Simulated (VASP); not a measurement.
# Ru (P6_3/mmc) in VASP: single point with PBEsol

Aim: the single point of Ru with PBEsol.

Program: VASP 6.6.1. These are calculated values, not measurements. Logs are shortened: lines on timing, memory, paths and dates and some standing lists are left out, and cuts for length are marked.

### 1 The cell of the first run

It takes space group P6_3/mmc (No. 194, hexagonal). The conventional cell has a = 2.706 Å, b = 2.706 Å, c = 4.282 Å, α = 90.00°, β = 90.00°, γ = 120.00°. Ru (site symmetry -6m2) has 12 Ru at 2.65 to 2.71 Å within 3.5 Å.

### 2 Single point, PBEsol, collinear spin, ferromagnetic start

INCAR

```
SYSTEM = Ru
ALGO     = Normal         ! electronic algorithm
EDIFF    = 1E-7           ! SCF threshold, eV
ENCUT    = 520            ! plane-wave cutoff, eV
GGA      = PS             ! functional
ISIF     = 2              ! what is computed and relaxed
ISMEAR   = -1             ! smearing method
ISPIN    = 2              ! spin polarisation
LASPH    = .TRUE.         ! aspherical terms in the spheres
LCHARG   = .TRUE.         ! write CHGCAR
LELF     = .TRUE.         ! ELF
LMAXMIX  = 4              ! l up to which the mixer works
LORBIT   = 11             ! projections on sites
LREAL    = .FALSE.        ! projectors in reciprocal space
LVHAR    = .TRUE.       
LWAVE    = .FALSE.        ! write WAVECAR
MAGMOM   = 1.5 1.5        ! initial moments
NBANDS   = 25             ! bands
NELM     = 150            ! most SCF steps
PREC     = Accurate       ! precision mode
SIGMA    = 0.1            ! smearing width, eV
```

KPOINTS

```
k-points
0
G
  12 12 7
  0 0 0
```

POSCAR

```
Ru
1.0
    2.7058000000      0.0000000000      0.0000000000
   -1.3529000000      2.3432915376      0.0000000000
    0.0000000000      0.0000000000      4.2819000000
Ru
2
Direct
    0.3333333333      0.6666666667      0.2500000000
    0.6666666667      0.3333333333      0.7500000000
```

Potentials or basis: VASP PAW PBE potentials, release 64 (Ru_pv).

The run is started by

```console
> cat potpaw_PBE.64/Ru_pv/POTCAR > POTCAR
> mpirun -np 1 vasp_std > vasp.out
```

OUTCAR:

```text
SYSTEM = Ru
   EDIFF = 1E-7
   ENCUT = 520
   GGA = PS
   ISIF = 2
   ISMEAR = -1
   ISPIN = 2
   LASPH = .TRUE.
   LORBIT = 11
   LREAL = .FALSE.
   NELM = 150
   PREC = Accurate

 ion  position               nearest neighbor table
   1  0.333  0.667  0.250-   2 2.65   2 2.65   2 2.65   2 2.65   2 2.65   2 2.65
   2  0.667  0.333  0.750-   1 2.65   1 2.65   1 2.65   1 2.65   1 2.65   1 2.65

  LATTYP: Found a hexagonal cell.
 ALAT       =     2.7058000000
 C/A-ratio  =     1.5824894671

  Lattice vectors:

 A1 = (   2.7058000000,   0.0000000000,   0.0000000000)
 A2 = (  -1.3529000000,   2.3432915376,   0.0000000000)
 A3 = (   0.0000000000,   0.0000000000,   4.2819000000)

Analysis of symmetry for initial positions (statically):
=====================================================================
 Subroutine PRICEL returns:
 Original cell was already a primitive cell.

 Routine SETGRP: Setting up the symmetry group for a
 hexagonal supercell.

 Subroutine GETGRP returns: Found 24 space group operations
 (whereof 12 operations were pure point group operations)
 out of a pool of 24 trial point group operations.

The static configuration has the point symmetry D_3d.
 The point group associated with its full space group is D_6h.

Analysis of symmetry for dynamics (positions and initial velocities):
=====================================================================
 Subroutine PRICEL returns:
 Original cell was already a primitive cell.

 Routine SETGRP: Setting up the symmetry group for a
 hexagonal supercell.

 Subroutine GETGRP returns: Found 24 space group operations
 (whereof 12 operations were pure point group operations)
 out of a pool of 24 trial point group operations.

The dynamic configuration has the point symmetry D_3d.
 The point group associated with its full space group is D_6h.

Analysis of structural, dynamic, and magnetic symmetry:
=====================================================================
 Subroutine PRICEL returns:
 Original cell was already a primitive cell.

 Routine SETGRP: Setting up the symmetry group for a
 hexagonal supercell.

 Subroutine GETGRP returns: Found 24 space group operations
 (whereof 12 operations were pure point group operations)
 out of a pool of 24 trial point group operations.

The overall configuration has the point symmetry D_3d.
 The point group associated with its full space group is D_6h.

 Subroutine INISYM returns: Found 24 space group operations
 (whereof 12 operations are pure point group operations),
 and found     1 'primitive' translations

----------------------------------------------------------------------------------------

                                     Primitive cell

  volume of cell :      27.1493

  direct lattice vectors                    reciprocal lattice vectors
     2.705800000  0.000000000  0.000000000     0.369576465  0.213375072  0.000000000
    -1.352900000  2.343291538  0.000000000     0.000000000  0.426750144  0.000000000
     0.000000000  0.000000000  4.281900000     0.000000000  0.000000000  0.233541185

  length of vectors
     2.705800000  2.705800000  4.281900000     0.426750144  0.426750144  0.233541185

  position of ions in fractional coordinates (direct lattice)
     0.333333333  0.666666667  0.250000000
     0.666666667  0.333333333  0.750000000

  ion indices of the primitive-cell ions
   primitive index   ion index
                 1           1
                 2           2

----------------------------------------------------------------------------------------

 KPOINTS: k-points

Automatic generation of k-mesh.
 Grid dimensions read from file:
 generate k-points for:   12   12    7

 Generating k-lattice:

  Cartesian coordinates                     Fractional coordinates (reciprocal lattice)
     0.030798039  0.017781256  0.000000000     0.083333333  0.000000000  0.000000000
     0.000000000  0.035562512  0.000000000     0.000000000  0.083333333  0.000000000
     0.000000000  0.000000000  0.033363026     0.000000000  0.000000000  0.142857143

  Length of vectors
     0.035562512  0.035562512  0.033363026

  Shift w.r.t. Gamma in fractional coordinates (k-lattice)
     0.000000000  0.000000000  0.000000000

 Subroutine IBZKPT returns following result:
 ===========================================

 Found     76 irreducible k-points:

 Following reciprocal coordinates:
            Coordinates               Weight
  0.000000  0.000000  0.000000      1.000000
  0.083333  0.000000  0.000000      6.000000
  0.166667  0.000000  0.000000      6.000000
  0.250000  0.000000  0.000000      6.000000
  0.333333  0.000000  0.000000      6.000000
  0.416667  0.000000  0.000000      6.000000
[... 16 lines left out ...]
  0.250000  0.000000  0.142857     12.000000
  0.333333  0.000000  0.142857     12.000000
 [... further k-points ...]
   k-points           NKPTS =     76   k-points in BZ     NKDIM =     76   number of bands    NBANDS=     25
   number of dos      NEDOS =    301   number of ions     NIONS =      2
   total plane-waves  NPLWV =  12800
   dimension x,y,z NGX =    20 NGY =   20 NGZ =   32
   dimension x,y,z NGXF=    40 NGYF=   40 NGZF=   64
   ions per type =               2
   NGX,Y,Z   is equivalent  to a cutoff of  12.29, 12.29, 12.42 a.u.
   NGXF,Y,Z  is equivalent  to a cutoff of  24.58, 24.58, 24.85 a.u.
 SYSTEM =  Ru
   PREC   = accura    normal or accurate (medium, high low for compatibility)
   ISTART =      0    job   : 0-new  1-cont  2-samecut
   ICHARG =      2    charge: 1-file 2-atom 10-const
   ISPIN  =      2    spin polarized calculation?
   LNONCOLLINEAR =      F non collinear calculations
   LSORBIT =      F    spin-orbit coupling
   LASPH  =      T    aspherical Exc in radial PAW
   ENCUT  =  520.0 eV  38.22 Ry    6.18 a.u.   5.03  5.03  7.96*2*pi/ulx,y,z
   NELM   =    150;   NELMIN=  2; NELMDL= -5     # of ELM steps
   EDIFF  = 0.1E-06   stopping-criterion for ELM
   LREAL  =      F    real-space projection
   EDIFFG = 0.1E-05   stopping-criterion for IOM
   NSW    =      0    number of steps for IOM
   IBRION =     -1    ionic relax: 0-MD 1-quasi-New 2-CG
   NFREE  =      0    steps in history (QN), initial steepest desc. (CG)
   ISIF   =      2    stress and relaxation
   ISYM   =      2    0-nonsym 1-usesym 2-fastsym
   POTIM  = 0.5000    time-step for ionic-motion
   TEBEG  =    0.0;   TEEND  =   0.0 temperature during run
   PSTRESS=    0.0 pullay stress
   NELECT =      28.0000    total number of electrons
   NUPDOWN=      -1.0000    fix difference up-down
   EMIN   =  10.00;   EMAX   =-10.00  energy-range for DOS
   EFERMI =   0.00;   METHOD = LEGACY
   ISMEAR =    -1;   SIGMA  =   0.10  broadening in eV -4-tet -1-fermi 0-gaus
   EFERMI_NEDOS =   21; number of points for ismear=-14 and -15
   IALGO  =     38    algorithm
   IMIX   =      4    mixing-type and parameters
     AMIX     =   0.40;   BMIX     =  1.00
     AMIX_MAG =   1.60;   BMIX_MAG =  1.00
  volume/ion in A,a.u.               =      13.57        91.61
  Fermi-wavevector in a.u.,A,eV,Ry     =   1.654022  3.125649 37.222674  2.735789
  Thomas-Fermi vector in A             =   2.742361
   LORBIT       =     11    0 simple, 1 ext, 2 COOP (PROOUT), +10 PAW based schemes
   GGA     = PS    functional components
   LHFCALC =     F    Hartree Fock is set to
   AEXX    =    0.0000 exact exchange contribution
   IVDW    =     0    specifies the selected vdW correction
   LEPSILON=     F    determine dielectric tensor
   LRPA    =     F    only Hartree local field effects (RPA)
 spin polarized calculation
  energy-cutoff  :      520.00
  volume of cell :       27.15
 maximum number of plane-waves:       746
 NGX is ok and might be reduce to    20
   NGX =  9   NGY =  9   NGZ = 15

 number of electron      28.0000008 magnetization      -0.0000141

 number of electron      28.0000008 magnetization       0.0000030

 Free energy of the ion-electron system (eV)
  ---------------------------------------------------
  ext. energy  EPLUGINS =         0.00000000
  ---------------------------------------------------
  free energy    TOTEN  =       -20.36540349 eV

  energy without entropy =      -20.31580871  energy(sigma->0) =      -20.34060610

 E-fermi :  12.7246     XC(G=0): -14.2820

 val. band max:       12.6621377510   @ k =   0.3333   0.2500   0.2857
 cond. band min:      12.7363856957   @ k =   0.3333   0.1667   0.2857
 fundamental gap:      0.0742479447
 Fermi energy:        12.7246446436

 spin component 1

 k-point     1 :       0.0000    0.0000    0.0000
  band No.  band energies     occupation
      1     -30.8972      1.00000
      2     -29.9637      1.00000
      3     -29.9637      1.00000
      4     -29.7926      1.00000
      5     -29.7926      1.00000
      6     -29.7463      1.00000
[... 17 lines left out ...]
     24      30.8397      0.00000
     25      35.5663      0.00000
[... 621 lines left out ...]
      3     -30.3671      1.00000
      4     -30.1286      1.00000
      5     -29.9174      1.00000
      6     -29.8935      1.00000
[... 17 lines left out ...]
     24      28.3266      0.00000
     25      30.8749      0.00000

 [... further k-points ...]

 spin component 2

 k-point     1 :       0.0000    0.0000    0.0000
  band No.  band energies     occupation
      1     -30.8972      1.00000
      2     -29.9637      1.00000
      3     -29.9637      1.00000
      4     -29.7926      1.00000
      5     -29.7926      1.00000
      6     -29.7463      1.00000
[... 17 lines left out ...]
     24      30.8397      0.00000
     25      35.5685      0.00000
[... 621 lines left out ...]
      3     -30.3671      1.00000
      4     -30.1286      1.00000
      5     -29.9174      1.00000
      6     -29.8935      1.00000
[... 17 lines left out ...]
     24      28.3266      0.00000
     25      30.8749      0.00000

 [... further k-points ...]
[... 5 lines left out ...]
  --------------------------------------------------------------------------------------
  -------------------------------------------------------------------------------------
  Total       -1.0447023     -1.0447023     -1.1175586      0.0000000      0.0000000      0.0000000
  in kB      -61.6516352    -61.6516352    -65.9511448      0.0000000      0.0000000      0.0000000
  external PRESSURE =     -63.0848051 kB  Pullay stress =       0.0000000 kB

 VOLUME and BASIS-vectors are now :
 -----------------------------------------------------------------------------
  energy-cutoff  :      520.00
  volume of cell :       27.15
      direct lattice vectors                 reciprocal lattice vectors
     2.705800000  0.000000000  0.000000000     0.369576465  0.213375072  0.000000000
    -1.352900000  2.343291538  0.000000000     0.000000000  0.426750144  0.000000000
     0.000000000  0.000000000  4.281900000     0.000000000  0.000000000  0.233541185

 POSITION                                       TOTAL-FORCE (eV/Angst)
 -----------------------------------------------------------------------------------
     -0.00000      1.56219      1.07048        -0.000000     -0.000000      0.000000
      1.35290      0.78110      3.21143         0.000000      0.000000      0.000000
 -----------------------------------------------------------------------------------
    total drift:                               -0.000000      0.000000     -0.000000

  FREE ENERGIE OF THE ION-ELECTRON SYSTEM (eV)
  ---------------------------------------------------
  free  energy   TOTEN  =       -20.3654034948 eV

  energy  without entropy=      -20.3158087103  energy(sigma->0) =      -20.34060610

 total charge

# of ion       s       p       d       tot
------------------------------------------
    1        0.404   6.317   5.942  12.662
    2        0.404   6.317   5.942  12.662
--------------------------------------------------
tot          0.807  12.634  11.883  25.324

 magnetization (x)

# of ion       s       p       d       tot
------------------------------------------
    1        0.000   0.000  -0.000   0.000
    2        0.000   0.000  -0.000   0.000
--------------------------------------------------
tot          0.000   0.000  -0.000   0.000
```

It took 64 s on 1 thread of Intel Xeon Platinum 8488C (Sapphire Rapids), shared host; peak memory 0.19 GiB.

Results:

```
Free energy                                           : -20.3654 eV
Pressure                                              : -6.3 GPa
Band gap on the k mesh                                : zero (filled and empty bands overlap)
Net moment                                            : 0.00 μB per cell
Valence electrons inside the program's atomic spheres : Ru 12.66
```

Caveat: the PAW data sets were made with another functional, which shifts forces and pressure a little.
